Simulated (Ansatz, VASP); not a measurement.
# One calculation of LiGe6As8, two programs

```
Li Ge As
1.0
     0.00000    5.70573    5.70573
     5.70573    0.00000    5.70573
     5.70573    5.70573    0.00000
Li Ge As
1 6 8
Direct
  0.50000 0.50000 0.50000
  0.50000 0.00000 0.50000
  0.50000 0.00000 0.00000
  0.00000 0.00000 0.50000
  0.00000 0.50000 0.00000
  0.00000 0.50000 0.50000
  0.50000 0.50000 0.00000
  0.85757 0.42729 0.85757
  0.14243 0.14243 0.14243
  0.85757 0.85757 0.85757
  0.57271 0.14243 0.14243
  0.85757 0.85757 0.42729
  0.42729 0.85757 0.85757
  0.14243 0.14243 0.57271
  0.14243 0.57271 0.14243
```

Alike in both runs: task relaxation of cell and atoms; functional PBE; k mesh 4 × 4 × 4; occupations gaussian, width 0.1 eV; no spin polarisation.

|  | VASP | Ansatz |
| --- | --- | --- |
| version | VASP 6.6.1 | Ansatz 0.2.0 |
| potentials or method | VASP PAW PBE potentials, release 64 (Li_sv, Ge_d, As), cutoff 600 eV | scalar-relativistic, plane waves, PAW |
| valence electrons in the cell | 127 | 207 |

```tsv
	VASP	Ansatz	Ansatz less VASP
gap on the k mesh at the Fermi level, each at its own relaxed structure (eV)	none	none	-
relaxed volume (Å³/atom)	28.57	28.57	+0.001
relaxed cell length with the largest relative difference (Å)	8.463	8.463	+0.0001
```

A gap of «none» marks a metal or a gap that the smearing closes. VASP's potentials hold 127 valence electrons a cell and Ansatz's 207, so a difference there can come from the potentials and not from the codes.

Noted on VASP's run: the cutoff is short for stress, so the pressure is rough; the volume moved by over 15 % at a fixed basis, so the end points are rough.
